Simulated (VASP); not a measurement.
A run of VASP 6.6.1:

The input INCAR:

```
PREC = Accurate
ENCUT = 410
EDIFF = 1E-6
ISMEAR = 0
SIGMA = 0.03
LREAL = False
LASPH = True
NELM = 120
ALGO = Normal
ISIF = 2
LWAVE = False
LCHARG = False
LDIPOL = True
IDIPOL = 3
DIPOL = 0.5 0.5 0.292
GGA = PS
NBANDS = 21
GGA_COMPAT = False
NELMDL = -8
```

File KPOINTS:

```
regular mesh
0
Gamma
  12 12 1
```

The input POSCAR:

```
Ge
1.0
    3.9882698326      0.0000000000      0.0000000000
   -1.9941349163      3.4539429922      0.0000000000
    0.0000000000      0.0000000000     25.1599999975
Ge
2
Direct
    0.3333333333      0.6666666667      0.2786647802
    0.6666666667      0.3333333333      0.3048010387
```

Potentials or basis: VASP PAW PBE potentials, release 64 (Ge_d).

The run is started by

```console
$ cat potpaw_PBE.64/Ge_d/POTCAR > POTCAR
$ mpirun -np 1 vasp_std > vasp.out
```

Hardware: 1 thread of Intel Xeon 6975P-C, on a shared host.

Task: Estimate the wall time of this run.

Result: Run time: 2.6 min on 1 thread of Intel Xeon 6975P-C, with other jobs on the host, peak memory 0.36 GiB. Counts: scf iterations 23, k points 19.
